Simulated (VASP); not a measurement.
# P (Pm-3m) in VASP: notebook

The runs below take P through single point, relaxation of shape and atoms at fixed volume, with PBEsol+D3(BJ).

Program: VASP 6.6.1. These are calculated values, not measurements. Logs are shortened: lines on timing, memory, paths and dates and some standing lists are left out, and cuts for length are marked.

## (1) The cell of the first run

It takes space group Pm-3m (No. 221, cubic). The conventional cell has a = 2.468 Å, b = 2.468 Å, c = 2.468 Å, α = 90.00°, β = 90.00°, γ = 90.00°. P (site symmetry m-3m) has 6 P at 2.47 Å within 3.3 Å.

This isn't the form of P at room conditions, which is orthorhombic.

## (2) Single point, PBEsol+D3(BJ) (15.03 Å³/atom)

Contents of INCAR:

```
SYSTEM = P
ALGO = Normal
EDIFF = 1E-7
ENCUT = 520
GGA = PS
ISIF = 2
ISMEAR = 0
IVDW = 12
LASPH = .True.
LCHARG = .True.
LELF = .True.
LREAL = .False.
LVHAR = .True.
LWAVE = .False.
NBANDS = 8
NELM = 100
PREC = Accurate
SIGMA = 0.1
```

Contents of KPOINTS:

```
k-points
0
Gamma
  18 18 18
  0 0 0
```

Contents of POSCAR:

```
P
1.0
    2.4676458270      0.0000000000      0.0000000000
    0.0000000000      2.4676458270      0.0000000000
    0.0000000000      0.0000000000      2.4678188250
P
1
Direct
    0.0000000000      0.0000000000      0.0000000000
```

Potentials or basis: VASP PAW PBE potentials, release 64 (P).

The run is started by

```bash
> cat potpaw_PBE.64/P/POTCAR > POTCAR
> mpirun -np 1 vasp_std > vasp.out
```

OUTCAR:

```text
SYSTEM = P
   EDIFF = 1E-7
   ENCUT = 520
   GGA = PS
   ISIF = 2
   ISMEAR = 0
   IVDW = 12
   LASPH = .True.
   LREAL = .False.
   NELM = 100
   PREC = Accurate
 IVDW          = 12

 ion  position               nearest neighbor table
   1  0.000  0.000  0.000-

  LATTYP: Found a simple tetragonal cell.
 ALAT       =     2.4676458270
 C/A-ratio  =     1.0000701065

  Lattice vectors:

 A1 = (   2.4676458270,   0.0000000000,   0.0000000000)
 A2 = (   0.0000000000,   2.4676458270,   0.0000000000)
 A3 = (   0.0000000000,   0.0000000000,   2.4678188250)

Analysis of symmetry for initial positions (statically):
=====================================================================
 Subroutine PRICEL returns:
 Original cell was already a primitive cell.

 Routine SETGRP: Setting up the symmetry group for a
 simple tetragonal supercell.

 Subroutine GETGRP returns: Found 16 space group operations
 (whereof 16 operations were pure point group operations)
 out of a pool of 16 trial point group operations.

The static configuration has the point symmetry D_4h.

Analysis of symmetry for dynamics (positions and initial velocities):
=====================================================================
 Subroutine PRICEL returns:
 Original cell was already a primitive cell.

 Routine SETGRP: Setting up the symmetry group for a
 simple tetragonal supercell.

 Subroutine GETGRP returns: Found 16 space group operations
 (whereof 16 operations were pure point group operations)
 out of a pool of 16 trial point group operations.

The dynamic configuration has the point symmetry D_4h.

 Subroutine INISYM returns: Found 16 space group operations
 (whereof 16 operations are pure point group operations),
 and found     1 'primitive' translations

----------------------------------------------------------------------------------------

                                     Primitive cell

  volume of cell :      15.0272

  direct lattice vectors                    reciprocal lattice vectors
     2.467645827  0.000000000  0.000000000     0.405244541  0.000000000  0.000000000
     0.000000000  2.467645827  0.000000000     0.000000000  0.405244541  0.000000000
     0.000000000  0.000000000  2.467818825     0.000000000  0.000000000  0.405216133

  length of vectors
     2.467645827  2.467645827  2.467818825     0.405244541  0.405244541  0.405216133

  position of ions in fractional coordinates (direct lattice)
     0.000000000  0.000000000  0.000000000

  ion indices of the primitive-cell ions
   primitive index   ion index
                 1           1

----------------------------------------------------------------------------------------

 KPOINTS: k-points

Automatic generation of k-mesh.
 Grid dimensions read from file:
 generate k-points for:   18   18   18

 Generating k-lattice:

  Cartesian coordinates                     Fractional coordinates (reciprocal lattice)
     0.022513586  0.000000000  0.000000000     0.055555556  0.000000000  0.000000000
     0.000000000  0.022513586  0.000000000     0.000000000  0.055555556  0.000000000
     0.000000000  0.000000000  0.022512007     0.000000000  0.000000000  0.055555556

  Length of vectors
     0.022513586  0.022513586  0.022512007

  Shift w.r.t. Gamma in fractional coordinates (k-lattice)
     0.000000000  0.000000000  0.000000000

 Subroutine IBZKPT returns following result:
 ===========================================

 Found    550 irreducible k-points:

 Following reciprocal coordinates:
            Coordinates               Weight
  0.000000  0.000000  0.000000      1.000000
  0.055556  0.000000  0.000000      4.000000
  0.111111  0.000000  0.000000      4.000000
  0.166667  0.000000  0.000000      4.000000
  0.222222  0.000000  0.000000      4.000000
  0.277778  0.000000  0.000000      4.000000
[... 16 lines left out ...]
  0.277778  0.111111  0.000000      8.000000
  0.333333  0.111111  0.000000      8.000000
 [... further k-points ...]
   k-points           NKPTS =    550   k-points in BZ     NKDIM =    550   number of bands    NBANDS=      8
   number of dos      NEDOS =    301   number of ions     NIONS =      1
   total plane-waves  NPLWV =   5832
   dimension x,y,z NGX =    18 NGY =   18 NGZ =   18
   dimension x,y,z NGXF=    36 NGYF=   36 NGZF=   36
   ions per type =               1
   NGX,Y,Z   is equivalent  to a cutoff of  12.13, 12.13, 12.13 a.u.
   NGXF,Y,Z  is equivalent  to a cutoff of  24.25, 24.25, 24.25 a.u.
 SYSTEM =  P
   PREC   = accura    normal or accurate (medium, high low for compatibility)
   ISTART =      0    job   : 0-new  1-cont  2-samecut
   ICHARG =      2    charge: 1-file 2-atom 10-const
   ISPIN  =      1    spin polarized calculation?
   LNONCOLLINEAR =      F non collinear calculations
   LSORBIT =      F    spin-orbit coupling
   LASPH  =      T    aspherical Exc in radial PAW
   ENCUT  =  520.0 eV  38.22 Ry    6.18 a.u.   4.59  4.59  4.59*2*pi/ulx,y,z
   NELM   =    100;   NELMIN=  2; NELMDL= -5     # of ELM steps
   EDIFF  = 0.1E-06   stopping-criterion for ELM
   LREAL  =      F    real-space projection
   EDIFFG = 0.1E-05   stopping-criterion for IOM
   NSW    =      0    number of steps for IOM
   IBRION =     -1    ionic relax: 0-MD 1-quasi-New 2-CG
   NFREE  =      0    steps in history (QN), initial steepest desc. (CG)
   ISIF   =      2    stress and relaxation
   ISYM   =      2    0-nonsym 1-usesym 2-fastsym
   POTIM  = 0.5000    time-step for ionic-motion
   TEBEG  =    0.0;   TEEND  =   0.0 temperature during run
   PSTRESS=    0.0 pullay stress
   NELECT =       5.0000    total number of electrons
   NUPDOWN=      -1.0000    fix difference up-down
   EMIN   =  10.00;   EMAX   =-10.00  energy-range for DOS
   EFERMI =   0.00;   METHOD = LEGACY
   ISMEAR =     0;   SIGMA  =   0.10  broadening in eV -4-tet -1-fermi 0-gaus
   EFERMI_NEDOS =   21; number of points for ismear=-14 and -15
   IALGO  =     38    algorithm
   IMIX   =      4    mixing-type and parameters
     AMIX     =   0.40;   BMIX     =  1.00
     AMIX_MAG =   1.60;   BMIX_MAG =  1.00
  volume/ion in A,a.u.               =      15.03       101.41
  Fermi-wavevector in a.u.,A,eV,Ry     =   1.134415  2.143733 17.509294  1.286897
  Thomas-Fermi vector in A             =   2.271119
   LORBIT       =      0    0 simple, 1 ext, 2 COOP (PROOUT), +10 PAW based schemes
   GGA     = PS    functional components
   LHFCALC =     F    Hartree Fock is set to
   AEXX    =    0.0000 exact exchange contribution
   IVDW    =    12    specifies the selected vdW correction
   LEPSILON=     F    determine dielectric tensor
   LRPA    =     F    only Hartree local field effects (RPA)
 non-spin polarized calculation
 Gauss-broadening in eV      SIGMA  =   0.10
  energy-cutoff  :      520.00
  volume of cell :       15.03
 maximum number of plane-waves:       437
   NGX =  9   NGY =  9   NGZ =  9

 number of electron       5.0000001 magnetization

 Free energy of the ion-electron system (eV)
  ---------------------------------------------------
  ext. energy  EPLUGINS =         0.00000000
  ---------------------------------------------------
  free energy    TOTEN  =        -5.74989607 eV

  energy without entropy =       -5.74765866  energy(sigma->0) =       -5.74877736

 E-fermi :   9.0762     XC(G=0): -11.2428

 val. band max:        9.0428714736   @ k =   0.1667   0.1111   0.0000
 cond. band min:       9.0913181145   @ k =   0.1111   0.0556   0.1667
 fundamental gap:      0.0484466409
 Fermi energy:         9.0762092860

 k-point     1 :       0.0000    0.0000    0.0000
  band No.  band energies     occupation
      1      -7.0461      2.00000
      2      13.9852      0.00000
      3      13.9880      0.00000
      4      13.9880      0.00000
      5      16.0246      0.00000
      6      16.0254      0.00000
      7      22.8397      0.00000
      8      33.2412      0.00000

 k-point     2 :       0.0556    0.0000    0.0000
  band No.  band energies     occupation
      1      -6.9773      2.00000
      2      12.7241      0.00000
      3      14.0392      0.00000
      4      14.0420      0.00000
      5      16.0803      0.00000
      6      17.2007      0.00000
      7      23.0820      0.00000
      8      32.6932      0.00000

 k-point     3 :       0.1111    0.0000    0.0000
  band No.  band energies     occupation
      1      -6.7715      2.00000
      2      10.8092      0.00000
      3      14.1996      0.00000
      4      14.2024      0.00000
      5      16.2444      0.00000
      6      18.7893      0.00000
      7      23.8563      0.00000
      8      31.4004      0.00000

 k-point     4 :       0.1667    0.0000    0.0000
  band No.  band energies     occupation
      1      -6.4308      2.00000
      2       8.8823      1.99390
      3      14.4618      0.00000
      4      14.4647      0.00000
      5      16.5099      0.00000
      6      20.0799      0.00000
      7      25.1861      0.00000
      8      29.8464      0.00000

 k-point     5 :       0.2222    0.0000    0.0000
  band No.  band energies     occupation
      1      -5.9596      2.00000
      2       7.0295      2.00000
      3      14.8166      0.00000
      4      14.8195      0.00000
      5      16.8634      0.00000
      6      21.0925      0.00000
      7      26.8309      0.00000
      8      28.2665      0.00000

 k-point     6 :       0.2778    0.0000    0.0000
  band No.  band energies     occupation
      1      -5.3662      2.00000
      2       5.2869      2.00000
      3      15.2470      0.00000
      4      15.2498      0.00000
      5      17.2817      0.00000
      6      21.9912      0.00000
      7      26.7800      0.00000
      8      26.7824      0.00000

 k-point     7 :       0.3333    0.0000    0.0000
  band No.  band energies     occupation
      1      -4.6677      2.00000
      2       3.6854      2.00000
      3      15.7220      0.00000
      4      15.7248      0.00000
      5      17.7269      0.00000
      6      22.8873      0.00000
      7      25.4590      0.00000
      8      25.4616      0.00000
[... 133 lines left out ...]
 k-point    20 :       0.1111    0.1111    0.0000
  band No.  band energies     occupation
      1      -6.4971      2.00000
      2      10.6009      0.00000
      3      11.5864      0.00000
      4      14.4132      0.00000
      5      17.7948      0.00000
      6      20.3884      0.00000
      7      24.4452      0.00000
      8      29.4730      0.00000

 k-point    21 :       0.1667    0.1111    0.0000
  band No.  band energies     occupation
      1      -6.1567      2.00000
      2       9.0429      1.36269
      3      11.5173      0.00000
      4      14.6744      0.00000
      5      18.2441      0.00000
      6      21.7202      0.00000
      7      25.1699      0.00000
      8      28.1749      0.00000

 k-point    22 :       0.2222    0.1111    0.0000
  band No.  band energies     occupation
      1      -5.6857      2.00000
      2       7.2438      2.00000
      3      11.8564      0.00000
      4      15.0277      0.00000
      5      18.6775      0.00000
      6      22.6661      0.00000
      7      25.2907      0.00000
      8      28.0445      0.00000

 k-point    23 :       0.2778    0.1111    0.0000
  band No.  band energies     occupation
      1      -5.0926      2.00000
      2       5.5206      2.00000
      3      12.3106      0.00000
      4      15.4561      0.00000
      5      19.1466      0.00000
      6      22.9282      0.00000
      7      24.7578      0.00000
      8      26.9806      0.00000

 k-point    24 :       0.3333    0.1111    0.0000
  band No.  band energies     occupation
      1      -4.3943      2.00000
      2       3.9285      2.00000
      3      12.8262      0.00000
      4      15.9286      0.00000
      5      19.6303      0.00000
      6      22.1800      0.00000
      7      25.0478      0.00000
      8      25.6657      0.00000

 [... further k-points ...]

------------------------ aborting loop because EDIFF is reached ----------------------------------------

 Edisp (eV)   -0.37627

 E8    (eV) :    -0.2231

  FORCE on cell =-STRESS in cart. coord.  units (eV):
  Direction    XX          YY          ZZ          XY          YZ          ZX
  --------------------------------------------------------------------------------------
  -------------------------------------------------------------------------------------
  Total      -0.95426    -0.95426    -0.95458     0.00000    -0.00000     0.00000
  in kB    -101.74173  -101.74173  -101.77533     0.00000    -0.00000     0.00000
  external pressure =     -101.75 kB  Pullay stress =        0.00 kB

 VOLUME and BASIS-vectors are now :
 -----------------------------------------------------------------------------
  energy-cutoff  :      520.00
  volume of cell :       15.03
      direct lattice vectors                 reciprocal lattice vectors
     2.467645827  0.000000000  0.000000000     0.405244541  0.000000000  0.000000000
     0.000000000  2.467645827  0.000000000     0.000000000  0.405244541  0.000000000
     0.000000000  0.000000000  2.467818825     0.000000000  0.000000000  0.405216133

 POSITION                                       TOTAL-FORCE (eV/Angst)
 -----------------------------------------------------------------------------------
      0.00000      0.00000      0.00000         0.000000      0.000000      0.000000
 -----------------------------------------------------------------------------------
    total drift:                                0.000000      0.000000      0.000000

  FREE ENERGIE OF THE ION-ELECTRON SYSTEM (eV)
  ---------------------------------------------------
  free  energy   TOTEN  =        -6.1261664443 eV

  energy  without entropy=       -6.1239290379  energy(sigma->0) =       -6.12504774
```

Run time: 16 s. Hardware: 1 thread of Intel Xeon 6975P-C (Granite Rapids), shared host; peak memory 0.16 GiB.

Results:

- Free energy: -6.1262 eV
- Pressure: -10.2 GPa
- Band gap on the k mesh: zero (an odd number of electrons rules out a gap without spin polarisation)
- Dispersion energy per atom: -0.376 eV

Caveat: the cell stands under tension; the PAW data sets were made with another functional, which shifts forces and pressure a little.

## (3) Relaxation of shape and atoms at fixed volume, PBEsol+D3(BJ) (12.02 Å³/atom)

This run uses another cell than the first one, of 12.02 Å³/atom.

Contents of INCAR:

```
PREC     = Accurate       # precision mode
ENCUT    = 600            # plane-wave cutoff, eV
EDIFF    = 1E-6           # SCF threshold, eV
ISMEAR   = 0              # smearing method
SIGMA    = 0.1            # smearing width, eV
LREAL    = F              # projectors in reciprocal space
LASPH    = T              # aspherical terms in the spheres
NELM     = 100            # most SCF steps
ALGO     = Normal         # electronic algorithm
ISIF     = 4              # what is computed and relaxed
LWAVE    = F              # write WAVECAR
LCHARG   = F              # write CHGCAR
GGA      = PS             # functional
IVDW     = 12             # dispersion correction
IBRION   = 2              # ionic algorithm
NSW      = 50             # ionic steps
EDIFFG   = -0.01          # ionic threshold
```

Contents of KPOINTS:

```
Automatic mesh
0
Gamma
  18 18 18
```

Contents of POSCAR:

```
P
1.0
    2.2907594632      0.0000000000      0.0000000000
    0.0000000000      2.2907594632      0.0000000000
    0.0000000000      0.0000000000      2.2909200603
P
1
Direct
    0.0000000000      0.0000000000      0.0000000000
```

Potentials or basis: VASP PAW PBE potentials, release 64 (P).

The run is started by

```bash
> cat potpaw_PBE.64/P/POTCAR > POTCAR
> mpirun -np 1 vasp_std > vasp.out
```

Run time: 11 s. Hardware: 1 thread of Intel Xeon 6975P-C (Granite Rapids), shared host; peak memory 0.15 GiB.

The run converged. Its results:

```
Free energy                : -6.0629 eV
Pressure after relaxing    : 23.7 GPa
Band gap on the k mesh     : zero (an odd number of electrons rules out a gap without spin polarisation)
Dispersion energy per atom : -0.473 eV
```

Final structure:
```
P
1.0
     2.29076    0.00000    0.00000
     0.00000    2.29076    0.00000
     0.00000    0.00000    2.29092
P
1
Direct
  0.00000 0.00000 0.00000
```

Levels at points of the mesh, in eV from the Fermi level:
```tsv
k point	band 1	band 2	band 3	band 4	band 5	band 6
(0.00, 0.00, 0.00)	-18.55	6.21	6.21	6.21	6.63	6.63
(0.50, 0.00, 0.00)	-13.14	-10.41	9.67	9.95	9.95	15.28
(0.50, 0.50, 0.00)	-7.14	-6.19	-6.19	-0.32	13.49	18.34
(0.00, 0.00, 0.50)	-13.14	-10.41	9.67	9.95	9.95	15.29
(0.50, 0.00, 0.50)	-7.15	-6.19	-6.19	-0.32	13.50	18.34
(0.50, 0.50, 0.50)	-2.29	-2.29	-2.29	0.94	4.02	4.02
```

Caveat: the relaxation stopped at its first step, so nothing moved; the PAW data sets were made with another functional, which shifts forces and pressure a little.

[end of part 1 of 2]
